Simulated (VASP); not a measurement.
CuSi, 2 atoms in the cell. It takes space group P-6m2 (No. 187, hexagonal). The conventional cell has a = 2.639 Å, b = 2.639 Å, c = 4.303 Å, α = 90.00°, β = 90.00°, γ = 120.00°. Si (site symmetry -6m2) has 6 Cu at 2.64 Å and 6 Si at 2.64 Å within 3.5 Å. Cu (site symmetry -6m2) has 6 Si at 2.64 Å and 6 Cu at 2.64 Å within 3.5 Å. 

| Item | Value |
| --- | --- |
| Program | VASP 6.6.1 |
| Task | relaxation of cell and atoms |
| Functional | PBE |
| Potentials or basis | VASP PAW PBE potentials, release 64 (Si, Cu) |
| Cutoff | 600 eV |
| k mesh | 24 × 24 × 14 |
| Occupations | gaussian, width 0.1 eV |
| Spin | no spin polarisation |
| Dipole correction | no |
| Further INCAR settings | ALGO = Normal; EDIFF = 1e-06; IBRION = 2; EDIFFG = -0.01; NSW = 100; ISIF = 3 |

Potentials or basis: VASP PAW PBE potentials, release 64 (Si, Cu).

Launch:

```sh
$ cat potpaw_PBE.64/Si/POTCAR potpaw_PBE.64/Cu/POTCAR > POTCAR
$ mpirun -np 1 vasp_std > vasp.out
```

Hardware: 1 thread of AMD EPYC 9R45 (Zen 5) (shared host).

Problem. Estimate the wall time of this run.

Solution. It took 16 min on 1 thread of AMD EPYC 9R45 (Zen 5) (shared host), peak memory 0.29 GiB. Counts: scf iterations 84, k points 488, ion steps 11.
